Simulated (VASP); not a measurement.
# HfO2: single point with LDA

The system is HfO2.

```
Hf O
1.0
     4.85118    0.02699    0.00712
     0.02699    4.84635    0.09261
     0.00474    0.06167    3.20078
Hf O
2 4
Cartesian
  -0.0240 -0.2169 0.0622
  2.5920 2.5414 1.7534
  1.1845 3.7923 0.9189
  1.1114 1.7787 0.3776
  3.4895 3.2609 0.3284
  3.8491 1.1195 1.6099
```

This cell differs from its parent crystal: atoms moved at random and the cell strained at random.

- Program: VASP 6.6.1
- Task: single point
- Functional: LDA
- Potentials or basis: VASP PAW LDA potentials, release 64 (Hf_pv, O)
- Cutoff: 520 eV
- k mesh: 6 × 6 × 8
- Occupations: gaussian, width 0.05 eV
- Spin: no spin polarisation
- Dipole correction: no
- Further INCAR settings: ALGO = Normal; EDIFF = 1e-06; NBANDS = 31

```yaml
Pressure: 18.6 GPa
Largest_force: 14.163 eV/Å
Band_gap_on_the_k_mesh: 1.44 eV (least direct gap 1.55 eV)
```

Forces on the atoms (eV/Å):
```
Hf  -7.193 11.108 -5.045
Hf  -4.676 -3.744  3.219
O    7.096 -2.138  7.556
O    2.366 -3.172 -1.665
O    1.430  1.751 -3.872
O    0.978 -3.806 -0.194
```

Stress tensor (GPa, compression positive):
```
 25.02 -14.88   7.63
-14.88  19.27 -18.21
  7.63 -18.21  11.62
```

Levels at points of the mesh, in eV from the valence-band top:
```tsv
k point	band 18	band 19	band 20	band 21	band 22	band 23	band 24	band 25	band 26	band 27
(0.00, 0.00, 0.00)	-3.04	-2.16	-1.50	-0.93	-0.11	1.44	3.32	3.69	4.17	4.64
(0.50, 0.00, 0.00)	-2.80	-2.41	-1.82	-1.10	-0.15	1.78	2.34	3.16	4.71	5.02
(0.00, 0.50, 0.00)	-2.82	-2.72	-1.89	-1.33	-0.46	1.81	2.68	2.82	4.65	5.11
(0.50, 0.50, 0.00)	-3.29	-2.68	-1.75	-1.03	-0.99	1.90	3.13	4.24	4.35	4.68
(0.00, 0.00, 0.50)	-3.36	-2.79	-2.35	-1.61	-0.09	2.24	3.49	4.41	5.43	5.74
(0.50, 0.00, 0.50)	-3.32	-2.47	-1.96	-1.46	-0.02	2.42	3.52	4.33	5.05	5.57
(0.00, 0.50, 0.50)	-3.07	-2.24	-2.11	-1.69	-0.77	2.33	3.40	4.57	5.18	5.38
(0.50, 0.50, 0.50)	-3.37	-3.07	-1.81	-1.49	-0.56	2.68	3.92	4.37	5.05	5.15
```

Wall time 95 s on 1 thread of Intel(R) Xeon(R) 6975P-C (Granite Rapids) (shared host), peak memory 0.35 GiB.

Caveat: the cell differs from its parent crystal (atoms moved at random and the cell strained at random); the stress differs along the axes, from 12 to 25 GPa; spin-orbit coupling is left out, which moves the levels of the heavy elements; forces of over 1 eV/Å act on the atoms, so gaps and moduli don't describe the material at rest. A k mesh can miss the band edges.
